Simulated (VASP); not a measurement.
# Li16H (a cell with a defect) in VASP: a series of runs, part 2 of 2

VASP 6.6.1.

## (3) Single point, PBEsol

The input, INCAR:

```
SYSTEM = Li16H
PREC = Accurate ; ENCUT = 520
EDIFF = 1E-6 ; ISMEAR = -1
SIGMA = 0.1 ; LREAL = Auto
LASPH = .True. ; NELM = 80
ALGO = Normal ; ISIF = 2
LWAVE = .False. ; LCHARG = .True.
GGA = PS ; LELF = .True.
LVHAR = .True. ; NBANDS = 38
```

The input, KPOINTS:

```
Automatic mesh
0
Gamma
  2 2 2
  0 0 0
```

The input, POSCAR:

```
Li16H
1.0
    6.9800000000      0.0000000000      0.0000000000
    0.0000000000      6.9800000000      0.0000000000
    0.0000000000      0.0000000000      6.9800000000
Li H
16 1
Direct
   -0.0200143266      0.0448567335      0.0372349570
    0.5087249284      0.0224212034      0.0079226361
   -0.0859025788      0.5057593123      0.0496418338
    0.0101289398     -0.0826934097      0.5235530086
    0.2287106017      0.2879083095      0.2352005731
    0.5031518625      0.4702865330     -0.0028223496
    0.4834527221      0.0278653295      0.4901002865
    0.7343266476      0.2598567335      0.2905300860
    0.0352148997      0.4921919771      0.5011031519
    0.2700000000      0.7906446991      0.1817908309
    0.2505587393      0.2317191977      0.7145558739
    0.5073495702      0.5210171920      0.4893696275
    0.6929656160      0.7650429799      0.2177650430
    0.7539398281      0.2323209169      0.7566332378
    0.2809169054      0.7970916905      0.7652148997
    0.7133237822      0.7463610315      0.7808739255
    0.7224068768      0.2891117479      0.0430085960
```

Potentials or basis: VASP PAW PBE potentials, release 64 (Li_sv, H).

Run with:

```bash
cat potpaw_PBE.64/Li_sv/POTCAR potpaw_PBE.64/H/POTCAR > POTCAR
mpirun -np 1 vasp_std > vasp.out
```

OUTCAR:

```text
SYSTEM = Li16H
   PREC = Accurate
   ENCUT = 520
   EDIFF = 1E-6
   ISMEAR = -1
   LREAL = Auto
   LASPH = .True.
   NELM = 80
   ISIF = 2
   GGA = PS

 ion  position               nearest neighbor table
   1  0.980  0.045  0.037-
   2  0.509  0.022  0.008-
   3  0.914  0.506  0.050-
   4  0.010  0.917  0.524-
   5  0.229  0.288  0.235-
[... 534 lines left out ...]
  -------------------------------------------------------------------------------------
  Total       -1.0502305     -1.3746952     -0.2023952     -0.3605239     -0.4879224     -0.4955003
  in kB       -4.9479915     -6.4766547     -0.9535523     -1.6985500     -2.2987675     -2.3344695
  external PRESSURE =      -4.1260662 kB  Pullay stress =       0.0000000 kB

 VOLUME and BASIS-vectors are now :
 -----------------------------------------------------------------------------
  energy-cutoff  :      520.00
  volume of cell :      340.07
      direct lattice vectors                 reciprocal lattice vectors
     6.980000000  0.000000000  0.000000000     0.143266476  0.000000000  0.000000000
     0.000000000  6.980000000  0.000000000     0.000000000  0.143266476  0.000000000
     0.000000000  0.000000000  6.980000000     0.000000000  0.000000000  0.143266476

 POSITION                                       TOTAL-FORCE (eV/Angst)
 -----------------------------------------------------------------------------------
      6.84030      0.31310      0.25990        -0.114044     -0.084058     -0.144256
      3.55090      0.15650      0.05530         0.174223      0.578418     -0.079125
      6.38040      3.53020      0.34650         0.320238     -0.116051     -0.271527
      0.07070      6.40280      3.65440        -0.272663      0.342119     -0.376114
      1.59640      2.00960      1.64170         0.228374     -0.230201      0.063602
      3.51200      3.28260      6.96030        -0.047855     -0.199371     -0.022471
[... 9 lines left out ...]
      4.97900      5.20960      5.45050         0.114150      0.167603     -0.196333
      5.04240      2.01800      0.30020         0.062277     -0.067113     -0.579553
 -----------------------------------------------------------------------------------
    total drift:                               -0.012596     -0.014615      0.011981

  FREE ENERGIE OF THE ION-ELECTRON SYSTEM (eV)
  ---------------------------------------------------
  free  energy   TOTEN  =       -34.2326567674 eV

  energy  without entropy=      -33.9467719290  energy(sigma->0) =      -34.08971435
```

Wall time 95 s (1 thread of Intel Xeon Platinum 8488C (Sapphire Rapids), shared host); peak memory 0.38 GiB.

Results:

| Property | Result |
| --- | --- |
| Free energy | -34.2327 eV |
| Largest force | 0.609 eV/Å |
| Band gap on the k mesh | zero (an odd number of electrons rules out a gap without spin polarisation) |

Forces in eV/Å, atoms in the order of the input:
```
Li  -0.114 -0.084 -0.144
Li   0.174  0.578 -0.079
Li   0.320 -0.116 -0.272
Li  -0.273  0.342 -0.376
Li   0.228 -0.230  0.064
Li  -0.048 -0.199 -0.022
Li   0.037 -0.199 -0.110
Li   0.060 -0.142  0.259
Li  -0.276  0.268  0.091
Li  -0.209 -0.341  0.399
Li  -0.086  0.096  0.344
Li  -0.143  0.090  0.098
Li   0.173  0.079  0.407
Li  -0.012  0.137 -0.071
Li  -0.009 -0.379  0.189
Li   0.114  0.168 -0.196
H    0.062 -0.067 -0.580
```

Caveat: the k points lie up to 0.45 Å⁻¹ apart, too coarse for converged energies and pressures of a metal; the cutoff is under 1.25 times the usual one of these potentials, so pressure, stress and relaxed cells hold a basis-set (Pulay) error; the PAW data sets were made with another functional, which shifts forces and pressure a little.

## (4) Single point, PBEsol

The input, INCAR:

```
PREC = Accurate
ENCUT = 520
EDIFF = 1E-6
ISMEAR = -1
SIGMA = 0.1
LREAL = Auto
LASPH = T
NELM = 100
ALGO = Normal
ISIF = 2
LWAVE = F
LCHARG = F
GGA = PS
NBANDS = 38
```

The input, KPOINTS:

```
regular mesh
0
Gamma
  2 2 2
```

The input, POSCAR:

```
Li16H
1.0
    6.9800000000      0.0000000000      0.0000000000
    0.0000000000      6.9800000000      0.0000000000
    0.0000000000      0.0000000000      6.9800000000
Li H
16 1
Direct
   -0.0203151862      0.0554441261      0.0051432665
    0.4816475645      0.0689111748      0.0356876791
   -0.0703151862      0.5415329513      0.0957879656
    0.0188538682     -0.0712607450      0.5042836676
    0.2241404011      0.2782664756      0.2399140401
    0.5227793696      0.4542550143     -0.0373352436
    0.4951002865      0.0045988539      0.4958022923
    0.7198710602      0.2529656160      0.2807163324
    0.0378510029      0.4960171920      0.4746131805
    0.2450286533      0.7745845272      0.2004727794
    0.2232234957      0.2786532951      0.7230945559
    0.4246991404      0.4714326648      0.4994126074
    0.6456303725      0.7507879656      0.2376934097
    0.7363896848      0.2471060172      0.7656590258
    0.2985673352      0.8231375358      0.7705587393
    0.6869054441      0.7512750716      0.7798137536
    0.7132664756      0.2357020057      0.0147277937
```

Run with:

```bash
cat potpaw_PBE.64/Li_sv/POTCAR potpaw_PBE.64/H/POTCAR > POTCAR
mpirun -np 1 vasp_std > vasp.out
```

It took 90 s on 1 thread of Intel Xeon Platinum 8488C (Sapphire Rapids), shared host; peak memory 0.37 GiB.

Results (log left out):

```yaml
Free_energy: -33.7479 eV
Largest_force: 0.911 eV/Å
Band_gap_on_the_k_mesh: zero (an odd number of electrons rules out a gap without spin polarisation)
```

Forces on the atoms (eV/Å):
```
Li  -0.269 -0.139  0.091
Li   0.231 -0.009 -0.249
Li   0.187 -0.127 -0.637
Li  -0.241  0.298 -0.171
Li   0.119 -0.329 -0.126
Li  -0.353  0.023  0.436
Li  -0.216  0.278  0.008
Li   0.171  0.033  0.106
Li  -0.690  0.410  0.365
Li   0.121 -0.148  0.062
Li  -0.126 -0.425  0.527
Li   0.725  0.530 -0.155
Li   0.129 -0.005  0.177
Li   0.193 -0.100 -0.695
Li  -0.315 -0.391  0.225
Li   0.409  0.100 -0.161
H   -0.075  0.001  0.198
```

Levels at points of the mesh, in eV from the Fermi level:
| k point | band 22 | band 23 | band 24 | band 25 | band 26 | band 27 |
| --- | --- | --- | --- | --- | --- | --- |
| (0.00, 0.00, 0.00) | -0.94 | -0.83 | -0.26 | 0.33 | 0.43 | 0.45 |
| (0.50, 0.00, 0.00) | -0.57 | -0.55 | -0.39 | -0.32 | -0.25 | 0.62 |
| (0.00, 0.50, 0.00) | -0.53 | -0.49 | -0.37 | -0.29 | -0.21 | 0.42 |
| (0.00, 0.00, 0.50) | -0.54 | -0.49 | -0.41 | -0.38 | -0.27 | 0.92 |
| (0.50, 0.50, 0.00) | -0.28 | -0.08 | -0.02 | 0.13 | 0.22 | 0.26 |
| (0.00, 0.50, 0.50) | -0.12 | -0.04 | -0.02 | 0.13 | 0.22 | 0.29 |
| (0.50, 0.00, 0.50) | -0.21 | -0.14 | 0.01 | 0.13 | 0.20 | 0.32 |
| (0.50, 0.50, 0.50) | -1.53 | -1.47 | -1.34 | 0.50 | 1.80 | 1.96 |

Caveat: the k points lie up to 0.45 Å⁻¹ apart, too coarse for converged energies and pressures of a metal; the cutoff is under 1.25 times the usual one of these potentials, so pressure, stress and relaxed cells hold a basis-set (Pulay) error; the PAW data sets were made with another functional, which shifts forces and pressure a little.

## (5) The runs side by side

```tsv
cell	gap on the mesh (eV)	largest force (eV/Å)
as given, atomic positions A	none	1.21
as given, atomic positions B	none	0.61
as given, atomic positions C	none	0.91
```

Alike in all rows: task single point; level PBEsol; potentials or basis VASP PAW PBE potentials, release 64 (Li_sv, H); no spin polarisation; k mesh 2 × 2 × 2; cutoff (eV) 520; smearing fermi-dirac 0.1 eV.

Caveats: all runs use coarse meshes; the cutoff is under 1.25 times the usual one of these potentials, so pressure, stress and relaxed cells hold a basis-set (Pulay) error; the PAW data sets were made with another functional, which shifts forces and pressure a little.

Total energies depend on the potentials used, so only differences within one code and one set of settings carry meaning.
